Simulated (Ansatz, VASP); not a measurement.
# SiC5 in VASP and in Ansatz

Contents of INCAR:

```
PREC     = Accurate       # precision mode
ENCUT    = 600            # plane-wave cutoff, eV
EDIFF    = 1E-6           # SCF threshold, eV
ISMEAR   = 0              # smearing method
SIGMA    = 0.1            # smearing width, eV
LREAL    = F              # projectors in reciprocal space
LASPH    = T              # aspherical terms in the spheres
NELM     = 100            # most SCF steps
ALGO     = Normal         # electronic algorithm
ISIF     = 3              # what is computed and relaxed
LWAVE    = F              # write WAVECAR
LCHARG   = F              # write CHGCAR
GGA      = PE             # functional
IBRION   = 2              # ionic algorithm
NSW      = 90             # ionic steps
EDIFFG   = -0.04          # ionic threshold
```

File KPOINTS:

```
regular mesh
0
Gamma
  6 6 2
```

The input POSCAR:

```
SiC5
1.0
    2.6534937000      0.0000000000      0.0000000000
   -1.3267468500      2.2979929500      0.0000000000
    0.0000000000      0.0000000000     12.9994112000
Si C
1 5
Direct
    0.0000000000      0.0000000000      0.5000000000
    0.0000000000      0.0000000000      0.0000000000
    0.3333333300      0.6666666700      0.8333333300
    0.6666666700      0.3333333300      0.6666666700
    0.3333333300      0.6666666700      0.3333333300
    0.6666666700      0.3333333300      0.1666666700
```

Input for Ansatz:

```yaml
crystal:
  lattice:
    - [2.6534937, 0.0, 0.0]
    - [-1.32674685, 2.29799295, 0.0]
    - [0.0, 0.0, 12.9994112]
  atoms:
    - { symbol: Si, position: [0.0, 0.0, 0.5] }
    - { symbol: C, position: [0.0, 0.0, 0.0] }
    - { symbol: C, position: [0.33333333, 0.66666667, 0.83333333] }
    - { symbol: C, position: [0.66666667, 0.33333333, 0.66666667] }
    - { symbol: C, position: [0.33333333, 0.66666667, 0.33333333] }
    - { symbol: C, position: [0.66666667, 0.33333333, 0.16666667] }
basis:
  ecutwfc: 420
kpoints:
  mp_grid: { grid: [6, 6, 2] }
hamiltonian:
  xc: pbe
scf:
  occupations: { method: gaussian, width: 0.1 }
  lower_state_search: "off"
output:
  forces: true
  stress: true
  eigenvalues: true
relax:
  adjacent_minimum: "off"
  f_tol: 0.04
  max_steps: 70
  cell: { stress_tol: 0.4 }
```

Alike in both runs: task relaxation of cell and atoms; functional PBE; k mesh 6 × 6 × 2; occupations gaussian, width 0.1 eV; no spin polarisation.

```csv
,VASP,Ansatz
version,VASP 6.6.1,Ansatz 0.2.0
potentials or method,"VASP PAW PBE potentials, release 64 (Si, C), cutoff 600 eV","scalar-relativistic, plane waves, PAW"
valence electrons in the cell,24,24
```

|  | VASP | Ansatz | Ansatz less VASP |
| --- | --- | --- | --- |
| gap on the k mesh at the Fermi level, each at its own relaxed structure (eV) | 0.08 | 0.09 | +0.005 |
| relaxed volume (Å³/atom) | 13.68 | 13.80 | +0.114 |
| relaxed cell length with the largest relative difference (Å) | 15.908 | 16.041 | +0.1337 |

The k mesh is coarse, so the values compare programs but aren't converged.
